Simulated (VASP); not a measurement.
**MgO (Periclase): single point with PBE**

The system is MgO (Periclase).

```
Mg O
1.0
     0.00000    2.17658    2.17658
     2.17658    0.00000    2.17658
     2.17658    2.17658    0.00000
Mg O
1 1
Cartesian
  0.0000 0.0000 0.0000
  2.1766 2.1766 2.1766
```

This cell differs from its parent crystal: strain +3.5%.

- Program: VASP 6.6.1
- Task: single point
- Functional: PBE
- Potentials or basis: VASP PAW PBE potentials, release 64 (Mg, O)
- Cutoff: 520 eV
- k mesh: 10 × 10 × 10
- Occupations: fermi-dirac, width 0.02 eV
- Spin: no spin polarisation

```
Pressure               : -9.7 GPa
Band gap on the k mesh : 3.82 eV, direct
```

Levels at points of the mesh, in eV from the valence-band top:
```tsv
k point	band 1	band 2	band 3	band 4	band 5	band 6	band 7	band 8
(0.00, 0.00, 0.00)	-16.79	0.00	0.00	0.00	3.82	15.24	15.24	15.24
(0.50, 0.00, 0.00)	-15.74	-4.20	-0.55	-0.55	7.29	11.50	15.31	15.31
(0.50, 0.50, 0.00)	-15.51	-3.69	-1.22	-1.22	8.93	8.98	12.08	17.51
```

Wall time 11 s on 1 thread of Intel Xeon 8259CL, with other jobs on the host, peak memory 0.14 GiB.

Caveat: the cell differs from its parent crystal (strain +3.5%).
